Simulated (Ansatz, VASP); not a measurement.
**Y3Si2F: VASP beside Ansatz**

```
Y Si F
1.0
     7.19421    0.00000    0.00000
    -3.59710    6.23037    0.00000
     0.00000    0.00000    3.92142
Y Si F
3 2 1
Cartesian
  -1.7986 3.1152 0.0000
  3.5971 0.0000 0.0000
  1.7986 3.1152 0.0000
  3.5971 2.0768 1.9607
  0.0000 4.1536 1.9607
  0.0000 0.0000 0.0000
```

Change from the starting cell: species swapped into the NaSn2Pd3 type (P6mm, No. 183).

Alike in both runs: functional PBE; k mesh 6 × 6 × 10; occupations gaussian, width 0.1 eV; no spin polarisation.

Ansatz relaxed the structure, and its values are those at the end. VASP's run is a single point on that final structure, the one shown.

```csv
,VASP,Ansatz
version,VASP 6.6.1,Ansatz 0.2.0
potentials or method,"VASP PAW PBE potentials, release 64 (Y_sv, Si, F), cutoff 520 eV","scalar-relativistic, plane waves, PAW"
valence electrons in the cell,48,48
```

VASP gave:

* gap on the k mesh at the Fermi level (eV): none
* pressure (GPa): -0.1

**Question.** What did Ansatz give for the same quantities?

**Answer.** gap on the k mesh at the Fermi level (eV): none; pressure (GPa): 0.0.

A gap of «none» marks a metal or a gap that the smearing closes.
